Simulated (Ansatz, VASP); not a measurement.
**CoO4F in VASP and in Ansatz**

```
CELL_PARAMETERS angstrom
3.66385 0.00000 0.00000
0.00000 2.39229 0.00000
0.17478 0.00000 3.84891
ATOMIC_POSITIONS crystal
Co 0.00000 0.00000 0.00000
F 0.50000 0.50000 0.50000
O 0.69000 0.00000 0.33000
O 0.31000 0.00000 0.67000
O 0.77400 0.50000 0.81400
O 0.22600 0.50000 0.18600
```

Alike in both runs: task single point; functional r2SCAN; k mesh 5 × 7 × 5; no spin polarisation.

```csv
,VASP,Ansatz
version,VASP 6.6.1,Ansatz 0.2.0
potentials or method,"VASP PAW PBE potentials, release 64 (Co, F, O), cutoff 520 eV",PAW plane waves
occupations,"fermi-dirac, width 0.1 eV",fermi-dirac
valence electrons in the cell,40,48
```

```tsv
	VASP	Ansatz	Ansatz less VASP
gap on the k mesh at the Fermi level (eV)	none	none	-
rms of the force components (eV/Å)	2.611	2.709	+0.0980
```

VASP's potentials were made for PBE, not for r2SCAN. Atom by atom the forces differ by 0.164 eV/Å (rms over components). A gap of «none» marks a metal or a gap that the smearing closes. VASP's potentials hold 40 valence electrons a cell and Ansatz's 48, so a difference there can come from the potentials and not from the codes.

The k mesh is coarse, so the values compare programs but aren't converged.
